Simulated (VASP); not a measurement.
# Ta3Cu (I4/mmm) in VASP: a series of runs

Aim: see how the results for Ta3Cu move with the level of theory and the settings. Levels: RPBE, PBEsol. Tasks: single point, relaxation of cell and atoms.

All numbers are computed with VASP 6.6.1; they aren't measurements. Logs are shortened: lines on timing, memory, paths and dates and some standing lists are left out, and cuts for length are marked.

## 1. The cell of the first run

Symmetry: I4/mmm, No. 139, tetragonal system. The conventional cell has a = 4.046 Å, b = 4.046 Å, c = 8.463 Å, α = 90.00°, β = 90.00°, γ = 90.00°. Within 3.8 Å of Ta (site symmetry 4/mmm) lie 4 Cu at 2.86 Å and 8 Ta at 2.93 Å. Ta (site symmetry -4m2) has 8 Ta at 2.86 to 2.93 Å and 4 Cu at 2.93 Å within 3.8 Å. Cu (site symmetry 4/mmm) has 12 Ta at 2.86 to 2.93 Å within 3.8 Å.

## 2. Single point, RPBE

File INCAR:

```
SYSTEM = Ta3Cu
PREC = Accurate
ENCUT = 520
EDIFF = 1E-6
ISMEAR = -1
SIGMA = 0.05
LREAL = .FALSE.
LASPH = .TRUE.
NELM = 80
ALGO = Normal
ISIF = 2
LWAVE = .FALSE.
LCHARG = .FALSE.
GGA = RP
NBANDS = 30
```

File KPOINTS:

```
Automatic mesh
0
G
  7 7 7
  0 0 0
```

File POSCAR:

```
Ta3Cu
1.0
   -2.0228752724      2.0228752724      4.2313928044
    2.0228752724     -2.0228752724      4.2313928044
    2.0228752724      2.0228752724     -4.2313928044
Ta Cu
3 1
Direct
    0.5000000000      0.5000000000      0.0000000000
    0.2500000000      0.7500000000      0.5000000000
    0.7500000000      0.2500000000      0.5000000000
    0.0000000000      0.0000000000      0.0000000000
```

Potentials or basis: VASP PAW PBE potentials, release 64 (Ta_pv, Cu).

Launch:

```console
cat potpaw_PBE.64/Ta_pv/POTCAR potpaw_PBE.64/Cu/POTCAR > POTCAR
mpirun -np 1 vasp_std > vasp.out
```

OUTCAR:

```text
SYSTEM = Ta3Cu
   PREC = Accurate
   ENCUT = 520
   EDIFF = 1E-6
   ISMEAR = -1
   LREAL = .FALSE.
   LASPH = .TRUE.
   NELM = 80
   ISIF = 2
   GGA = RP

 ion  position               nearest neighbor table
   1  0.500  0.500  0.000-   4 2.86   4 2.86   4 2.86   4 2.86   2 2.93   2 2.93   3 2.93   3 2.93
                             3 2.93   2 2.93   3 2.93   2 2.93
   2  0.250  0.750  0.500-   3 2.86   3 2.86   3 2.86   3 2.86   4 2.93   4 2.93   1 2.93   1 2.93
                             4 2.93   1 2.93   4 2.93   1 2.93
   3  0.750  0.250  0.500-   2 2.86   2 2.86   2 2.86   2 2.86   1 2.93   1 2.93   4 2.93   4 2.93
                             4 2.93   1 2.93   4 2.93   1 2.93
   4  0.000  0.000  0.000-   1 2.86   1 2.86   1 2.86   1 2.86   3 2.93   3 2.93   2 2.93   2 2.93
                             3 2.93   2 2.93   3 2.93   2 2.93

  LATTYP: Found a body centered tetragonal cell.
 ALAT       =     4.0457505448
 C/A-ratio  =     2.0917714810

  Lattice vectors:

 A1 = (  -2.0228752724,   2.0228752724,   4.2313928044)
 A2 = (   2.0228752724,  -2.0228752724,   4.2313928044)
 A3 = (   2.0228752724,   2.0228752724,  -4.2313928044)

Analysis of symmetry for initial positions (statically):
=====================================================================
 Subroutine PRICEL returns:
 Original cell was already a primitive cell.

 Routine SETGRP: Setting up the symmetry group for a
 body centered tetragonal supercell.

 Subroutine GETGRP returns: Found 16 space group operations
 (whereof 16 operations were pure point group operations)
 out of a pool of 16 trial point group operations.

The static configuration has the point symmetry D_4h.

Analysis of symmetry for dynamics (positions and initial velocities):
=====================================================================
 Subroutine PRICEL returns:
 Original cell was already a primitive cell.

 Routine SETGRP: Setting up the symmetry group for a
 body centered tetragonal supercell.

 Subroutine GETGRP returns: Found 16 space group operations
 (whereof 16 operations were pure point group operations)
 out of a pool of 16 trial point group operations.

The dynamic configuration has the point symmetry D_4h.

 Subroutine INISYM returns: Found 16 space group operations
 (whereof 16 operations are pure point group operations),
 and found     1 'primitive' translations

----------------------------------------------------------------------------------------

                                     Primitive cell

  volume of cell :      69.2598

  direct lattice vectors                    reciprocal lattice vectors
    -2.022875272  2.022875272  4.231392804     0.000000000  0.247172926  0.118164402
     2.022875272 -2.022875272  4.231392804     0.247172926  0.000000000  0.118164402
     2.022875272  2.022875272 -4.231392804     0.247172926  0.247172926  0.000000000

  length of vectors
     5.107713167  5.107713167  5.107713167     0.273965840  0.273965840  0.349555304

  position of ions in fractional coordinates (direct lattice)
     0.500000000  0.500000000  0.000000000
     0.250000000  0.750000000  0.500000000
     0.750000000  0.250000000  0.500000000
     0.000000000  0.000000000  0.000000000

  ion indices of the primitive-cell ions
   primitive index   ion index
                 1           1
                 2           2
                 3           3
                 4           4

----------------------------------------------------------------------------------------

 KPOINTS: Automatic mesh

Automatic generation of k-mesh.
 Grid dimensions read from file:
 generate k-points for:    7    7    7

 Generating k-lattice:

  Cartesian coordinates                     Fractional coordinates (reciprocal lattice)
     0.000000000  0.035310418  0.016880629     0.142857143  0.000000000  0.000000000
     0.035310418  0.000000000  0.016880629     0.000000000  0.142857143  0.000000000
     0.035310418  0.035310418  0.000000000     0.000000000  0.000000000  0.142857143

  Length of vectors
     0.039137977  0.039137977  0.049936472

  Shift w.r.t. Gamma in fractional coordinates (k-lattice)
     0.000000000  0.000000000  0.000000000

 Subroutine IBZKPT returns following result:
 ===========================================

 Found     40 irreducible k-points:

 Following reciprocal coordinates:
            Coordinates               Weight
  0.000000  0.000000  0.000000      1.000000
  0.142857  0.000000 -0.000000      8.000000
  0.285714  0.000000 -0.000000      8.000000
  0.428571  0.000000  0.000000      8.000000
  0.142857  0.142857 -0.000000      8.000000
  0.285714  0.142857 -0.000000     16.000000
[... 16 lines left out ...]
 -0.142857  0.285714  0.142857      8.000000
 -0.428571  0.428571  0.142857      8.000000
 [... further k-points ...]
   k-points           NKPTS =     40   k-points in BZ     NKDIM =     40   number of bands    NBANDS=     30
   number of dos      NEDOS =    301   number of ions     NIONS =      4
   total plane-waves  NPLWV =  64000
   dimension x,y,z NGX =    40 NGY =   40 NGZ =   40
   dimension x,y,z NGXF=    80 NGYF=   80 NGZF=   80
   ions per type =               3   1
   NGX,Y,Z   is equivalent  to a cutoff of  13.02, 13.02, 13.02 a.u.
   NGXF,Y,Z  is equivalent  to a cutoff of  26.04, 26.04, 26.04 a.u.
 SYSTEM =  Ta3Cu
   PREC   = accura    normal or accurate (medium, high low for compatibility)
   ISTART =      0    job   : 0-new  1-cont  2-samecut
   ICHARG =      2    charge: 1-file 2-atom 10-const
   ISPIN  =      1    spin polarized calculation?
   LNONCOLLINEAR =      F non collinear calculations
   LSORBIT =      F    spin-orbit coupling
   LASPH  =      T    aspherical Exc in radial PAW
   ENCUT  =  520.0 eV  38.22 Ry    6.18 a.u.   9.50  9.50  9.50*2*pi/ulx,y,z
   NELM   =     80;   NELMIN=  2; NELMDL= -5     # of ELM steps
   EDIFF  = 0.1E-05   stopping-criterion for ELM
   LREAL  =      F    real-space projection
   EDIFFG = 0.1E-04   stopping-criterion for IOM
   NSW    =      0    number of steps for IOM
   IBRION =     -1    ionic relax: 0-MD 1-quasi-New 2-CG
   NFREE  =      0    steps in history (QN), initial steepest desc. (CG)
   ISIF   =      2    stress and relaxation
   ISYM   =      2    0-nonsym 1-usesym 2-fastsym
   POTIM  = 0.5000    time-step for ionic-motion
   TEBEG  =    0.0;   TEEND  =   0.0 temperature during run
   PSTRESS=    0.0 pullay stress
   NELECT =      44.0000    total number of electrons
   NUPDOWN=      -1.0000    fix difference up-down
   EMIN   =  10.00;   EMAX   =-10.00  energy-range for DOS
   EFERMI =   0.00;   METHOD = LEGACY
   ISMEAR =    -1;   SIGMA  =   0.05  broadening in eV -4-tet -1-fermi 0-gaus
   EFERMI_NEDOS =   21; number of points for ismear=-14 and -15
   IALGO  =     38    algorithm
   IMIX   =      4    mixing-type and parameters
     AMIX     =   0.40;   BMIX     =  1.00
     AMIX_MAG =   1.60;   BMIX_MAG =  1.00
  volume/ion in A,a.u.               =      17.31       116.85
  Fermi-wavevector in a.u.,A,eV,Ry     =   1.407338  2.659484 26.947718  1.980601
  Thomas-Fermi vector in A             =   2.529608
   LORBIT       =      0    0 simple, 1 ext, 2 COOP (PROOUT), +10 PAW based schemes
   GGA     = RP    functional components
   LHFCALC =     F    Hartree Fock is set to
   AEXX    =    0.0000 exact exchange contribution
   IVDW    =     0    specifies the selected vdW correction
   LEPSILON=     F    determine dielectric tensor
   LRPA    =     F    only Hartree local field effects (RPA)
 non-spin polarized calculation
  energy-cutoff  :      520.00
  volume of cell :       69.26
 maximum number of plane-waves:      1895
 NGX is ok and might be reduce to    40
   NGX = 19   NGY = 19   NGZ = 19

 number of electron      43.9999991 magnetization

 Free energy of the ion-electron system (eV)
  ---------------------------------------------------
  ext. energy  EPLUGINS =         0.00000000
  ---------------------------------------------------
  free energy    TOTEN  =       -36.57191213 eV

  energy without entropy =      -36.54124679  energy(sigma->0) =      -36.55657946

 E-fermi :   5.8799     XC(G=0): -12.3011

 val. band max:        5.8555065247   @ k =   0.4286   0.2857  -0.0000
 cond. band min:       5.9013277444   @ k =   0.1429   0.1429  -0.0000
 fundamental gap:      0.0458212197
 Fermi energy:         5.8799305161

 k-point     1 :       0.0000    0.0000    0.0000
  band No.  band energies     occupation
      1     -28.7601      2.00000
      2     -28.6109      2.00000
      3     -28.6109      2.00000
      4     -28.4475      2.00000
      5     -28.4475      2.00000
      6     -28.2940      2.00000
[... 22 lines left out ...]
     29      10.0961      0.00000
     30      11.1697      0.00000

 k-point     2 :       0.1429    0.0000   -0.0000
  band No.  band energies     occupation
      1     -28.7497      2.00000
      2     -28.5950      2.00000
      3     -28.5933      2.00000
      4     -28.4739      2.00000
      5     -28.4337      2.00000
      6     -28.2481      2.00000
[... 22 lines left out ...]
     29      10.5053      0.00000
     30      10.7173      0.00000

 k-point     3 :       0.2857    0.0000   -0.0000
  band No.  band energies     occupation
      1     -28.7051      2.00000
      2     -28.6096      2.00000
      3     -28.5630      2.00000
      4     -28.4326      2.00000
      5     -28.3839      2.00000
      6     -28.1890      2.00000
[... 22 lines left out ...]
     29       9.5828      0.00000
     30      10.7564      0.00000

 k-point     4 :       0.4286    0.0000    0.0000
  band No.  band energies     occupation
      1     -28.6939      2.00000
      2     -28.5493      2.00000
      3     -28.5428      2.00000
      4     -28.3772      2.00000
      5     -28.2988      2.00000
      6     -28.2631      2.00000
[... 22 lines left out ...]
     29       8.5607      0.00000
     30      11.0075      0.00000

 k-point     5 :       0.1429    0.1429   -0.0000
  band No.  band energies     occupation
      1     -28.7431      2.00000
      2     -28.6456      2.00000
      3     -28.5794      2.00000
      4     -28.4245      2.00000
      5     -28.3882      2.00000
      6     -28.2157      2.00000
[... 22 lines left out ...]
     29      10.3301      0.00000
     30      10.7411      0.00000
[... 526 lines left out ...]
     29       9.5788      0.00000
     30       9.8381      0.00000

 k-point    22 :      -0.2857    0.2857    0.1429
  band No.  band energies     occupation
      1     -28.7130      2.00000
      2     -28.6646      2.00000
      3     -28.5164      2.00000
      4     -28.4476      2.00000
      5     -28.3265      2.00000
      6     -28.1881      2.00000
[... 22 lines left out ...]
     29       8.9775      0.00000
     30      10.6779      0.00000

 k-point    23 :      -0.1429    0.2857    0.1429
  band No.  band energies     occupation
      1     -28.6700      2.00000
      2     -28.6122      2.00000
      3     -28.5144      2.00000
      4     -28.3787      2.00000
      5     -28.3430      2.00000
      6     -28.2231      2.00000
[... 22 lines left out ...]
     29       8.8391      0.00000
     30      10.8375      0.00000

 k-point    24 :      -0.4286    0.4286    0.1429
  band No.  band energies     occupation
      1     -28.7625      2.00000
      2     -28.7404      2.00000
      3     -28.6233      2.00000
      4     -28.4437      2.00000
      5     -28.3699      2.00000
      6     -28.0902      2.00000
[... 22 lines left out ...]
     29       9.9385      0.00000
     30      10.5067      0.00000

 [... further k-points ...]

------------------------ aborting loop because EDIFF is reached ----------------------------------------

  FORCE on cell =-STRESS in cart. coord.  units (eV):
  Direction    XX          YY          ZZ          XY          YZ          ZX
  --------------------------------------------------------------------------------------
  -------------------------------------------------------------------------------------
  Total        0.0972176      0.0972176      0.0139944      0.0000000      0.0000000      0.0000000
  in kB        2.2489192      2.2489192      0.3237305      0.0000000      0.0000000      0.0000000
  external PRESSURE =       1.6071896 kB  Pullay stress =       0.0000000 kB

 VOLUME and BASIS-vectors are now :
 -----------------------------------------------------------------------------
  energy-cutoff  :      520.00
  volume of cell :       69.26
      direct lattice vectors                 reciprocal lattice vectors
    -2.022875272  2.022875272  4.231392804     0.000000000  0.247172926  0.118164402
     2.022875272 -2.022875272  4.231392804     0.247172926  0.000000000  0.118164402
     2.022875272  2.022875272 -4.231392804     0.247172926  0.247172926  0.000000000

 POSITION                                       TOTAL-FORCE (eV/Angst)
 -----------------------------------------------------------------------------------
      0.00000      0.00000      4.23139        -0.000000      0.000000     -0.000000
      2.02288      0.00000      2.11570         0.000000      0.000000     -0.000000
      0.00000      2.02288      2.11570         0.000000     -0.000000      0.000000
      0.00000      0.00000      0.00000        -0.000000      0.000000     -0.000000
 -----------------------------------------------------------------------------------
    total drift:                               -0.000000     -0.000000      0.000000

  FREE ENERGIE OF THE ION-ELECTRON SYSTEM (eV)
  ---------------------------------------------------
  free  energy   TOTEN  =       -36.5719121349 eV

  energy  without entropy=      -36.5412467876  energy(sigma->0) =      -36.55657946
```

It took 79 s on 1 thread of Intel Xeon 6975P-C (Granite Rapids), shared host; peak memory 0.27 GiB.

What came out:

```
Free energy            : -36.5719 eV
Pressure               : 0.2 GPa
Band gap on the k mesh : zero (bands 22 and 23 overlap by 0.88 eV)
```

Caveat: the PAW data sets were made with another functional, which shifts forces and pressure a little; spin-orbit coupling is left out, which moves the levels of the heavy elements.

## 3. Relaxation of cell and atoms, PBEsol

This run uses another cell than the first one, of 16.94 Å³/atom.

File INCAR:

```
SYSTEM = Ta3Cu
ALGO = Normal ; EDIFF = 1E-7
EDIFFG = -0.01 ; ENCUT = 600
GGA = PS ; IBRION = 2
ISIF = 3 ; ISMEAR = -1
LASPH = .True. ; LCHARG = .False.
LREAL = .False. ; LWAVE = .False.
NELM = 80 ; NSW = 60
PREC = Accurate ; SIGMA = 0.05
```

File KPOINTS:

```
k-points
0
Gamma
  7 7 7
  0 0 0
```

File POSCAR:

```
Ta3Cu
1.0
   -2.0065070000      2.0065070000      4.2081700000
    2.0065070000     -2.0065070000      4.2081700000
    2.0065070000      2.0065070000     -4.2081700000
Ta Cu
3 1
Direct
    0.5000000000      0.5000000000      0.0000000000
    0.2500000000      0.7500000000      0.5000000000
    0.7500000000      0.2500000000      0.5000000000
    0.0000000000      0.0000000000      0.0000000000
```

Potentials or basis: VASP PAW PBE potentials, release 64 (Ta_pv, Cu).

Launch:

```console
cat potpaw_PBE.64/Ta_pv/POTCAR potpaw_PBE.64/Cu/POTCAR > POTCAR
mpirun -np 1 vasp_std > vasp.out
```

Run time: 5.4 min. Hardware: 1 thread of Intel Xeon 6975P-C (Granite Rapids), shared host; peak memory 0.33 GiB.

It converged, with:

```yaml
Free_energy: -41.3011 eV
Relaxed_volume: 16.38 Å³/atom
Relaxed_cell: a = 5.001 Å, b = 5.001 Å, c = 5.001 Å, α = 133.08°, β = 133.08°, γ = 68.53°
Space_group_after_relaxing_to_0.1_Å: I4/mmm (No. 139)
Energy_gained_by_relaxing: 11.2 meV/atom
Ionic_steps: 6
Pressure_after_relaxing: 0.0 GPa
Band_gap_on_the_k_mesh: zero (bands 22 and 23 overlap by 0.96 eV)
```

Step by step:
```tsv
step	energy change (eV)	largest force (eV/Å)	pressure (GPa)	volume (Å³)
1	0.0000	0.0000	-6.06	67.77
2	0.1118	0.0000	13.54	61.68
3	-0.0434	0.0000	-0.09	65.59
4	-0.0434	0.0000	0.04	65.55
5	-0.0443	0.0000	0.03	65.55
6	-0.0446	0.0000	0.02	65.54
```

Final structure:
```yaml
crystal:
  lattice:
    - [-1.99104, 1.99104, 4.13301]
    - [1.99104, -1.99104, 4.13301]
    - [1.99104, 1.99104, -4.13301]
  atoms:
    - { symbol: Ta, position: [0.50000, 0.50000, 0.00000] }
    - { symbol: Ta, position: [0.25000, 0.75000, 0.50000] }
    - { symbol: Ta, position: [0.75000, 0.25000, 0.50000] }
    - { symbol: Cu, position: [0.00000, 0.00000, 0.00000] }
```

Levels at points of the mesh, in eV from the Fermi level:
| k point | band 19 | band 20 | band 21 | band 22 | band 23 | band 24 | band 25 | band 26 |
| --- | --- | --- | --- | --- | --- | --- | --- | --- |
| (0.00, 0.00, 0.00) | -1.71 | -1.71 | -0.20 | -0.20 | 0.07 | 2.28 | 2.37 | 2.63 |

Caveat: the PAW data sets were made with another functional, which shifts forces and pressure a little; spin-orbit coupling is left out, which moves the levels of the heavy elements.

## 4. Relaxation of cell and atoms, RPBE

This run uses another cell than the first one, of 16.94 Å³/atom.

File INCAR:

```
  PREC = Accurate
  ENCUT = 600
  EDIFF = 1E-6
  ISMEAR = -1
  SIGMA = 0.05
  LREAL = False
  LASPH = True
  NELM = 80
  ALGO = Normal
  ISIF = 3
  LWAVE = False
  LCHARG = False
  GGA = RP
  IBRION = 2
  NSW = 60
  EDIFFG = -0.01
```

File KPOINTS:

```
regular mesh
0
Gamma
  7 7 7
```

POSCAR is that of step 3.

Launch:

```console
cat potpaw_PBE.64/Ta_pv/POTCAR potpaw_PBE.64/Cu/POTCAR > POTCAR
mpirun -np 1 vasp_std > vasp.out
```

Run time: 4.7 min. Hardware: 1 thread of Intel Xeon 6975P-C (Granite Rapids), shared host; peak memory 0.32 GiB.

It converged, with:

```
Free energy                           : -36.5734 eV
Relaxed volume                        : 17.34 Å³/atom
Relaxed cell                          : a = 5.106 Å, b = 5.106 Å, c = 5.106 Å, α = 133.27°, β = 133.27°, γ = 68.23°
Space group after relaxing (to 0.1 Å) : I4/mmm (No. 139)
Energy gained by relaxing             : 5.2 meV/atom
Ionic steps                           : 8
Pressure after relaxing               : 0.0 GPa
Band gap on the k mesh                : zero (bands 22 and 23 overlap by 0.90 eV)
```

The path:
```csv
step,energy change (eV),largest force (eV/Å),pressure (GPa),volume (Å³)
1,0.0000,0.0000,4.32,67.77
2,0.0447,0.0000,-6.78,72.35
3,-0.0205,0.0000,-0.32,69.38
4,-0.0205,0.0000,0.22,69.27
5,-0.0205,0.0000,0.12,69.32
6,-0.0206,0.0000,0.09,69.35
7,-0.0207,0.0000,0.00,69.35
8,-0.0207,0.0000,-0.05,69.34
```

Final structure:
```
CELL_PARAMETERS angstrom
-2.02502 2.02502 4.22761
2.02502 -2.02502 4.22761
2.02502 2.02502 -4.22761
ATOMIC_POSITIONS crystal
Ta 0.50000 0.50000 0.00000
Ta 0.25000 0.75000 0.50000
Ta 0.75000 0.25000 0.50000
Cu 0.00000 0.00000 0.00000
```

Levels at points of the mesh, in eV from the Fermi level:
```
           k point  band 18  band 19  band 20  band 21  band 22  band 23  band 24  band 25  band 26
(0.00, 0.00, 0.00)    -1.80    -1.57    -1.57    -0.17    -0.17     0.08     1.97     2.25     2.48
```

Caveat: the PAW data sets were made with another functional, which shifts forces and pressure a little; spin-orbit coupling is left out, which moves the levels of the heavy elements.

## 5. Overview

| task | level | cell | cutoff (eV) | gap on the mesh (eV) | pressure (GPa) | relaxed volume (Å³/atom) |
| --- | --- | --- | --- | --- | --- | --- |
| single point | RPBE | a = 5.108 Å, angles 133.3, 133.3, 68.1°, 4 atoms | 520 | none | 0.2 | - |
| relaxation of cell and atoms | PBEsol | relaxed from a = 5.076 Å, angles 133.4, 133.4, 68.0°, 4 atoms | 600 | none | 0.0 | 16.38 |
| relaxation of cell and atoms | RPBE | relaxed from a = 5.076 Å, angles 133.4, 133.4, 68.0°, 4 atoms | 600 | none | 0.0 | 17.34 |

Alike in all rows: potentials or basis VASP PAW PBE potentials, release 64 (Ta_pv, Cu); no spin polarisation; k mesh 7 × 7 × 7; smearing fermi-dirac 0.05 eV.

Caveats: the PAW data sets were made with another functional, which shifts forces and pressure a little; spin-orbit coupling is left out, which moves the levels of the heavy elements.

Total energies depend on the potentials used, so only differences within one code and one set of settings carry meaning.
